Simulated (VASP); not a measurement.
Input of a VASP 6.6.1 run:

The input INCAR:

```
  PREC = Accurate
  ENCUT = 500
  EDIFF = 1E-6
  ISMEAR = 0
  SIGMA = 0.1
  LREAL = False
  LASPH = True
  NELM = 120
  ALGO = Normal
  ISIF = 2
  LWAVE = False
  LCHARG = False
  GGA = PE
  NBANDS = 14
  GGA_COMPAT = False
```

KPOINTS

```
Automatic mesh
0
Gamma
  6 6 6
```

File POSCAR:

```
HfB
1.0
    0.0000000000      2.3100000000      2.3100000000
    2.3100000000      0.0000000000      2.3100000000
    2.3100000000      2.3100000000      0.0000000000
Hf B
1 1
Direct
    1.3190000000      0.6200000000      1.3290000000
    0.8190000000      0.1200000000      0.8290000000
```

Potentials or basis: VASP PAW PBE potentials, release 64 (Hf_pv, B).

The run is started by

```sh
$ cat potpaw_PBE.64/Hf_pv/POTCAR potpaw_PBE.64/B/POTCAR > POTCAR
$ mpirun -np 1 vasp_std > vasp.out
```

(1) What does it give for the pressure?

Answers

(1) 30.7 GPa.

Caveat: the k points lie up to 0.39 Å⁻¹ apart.
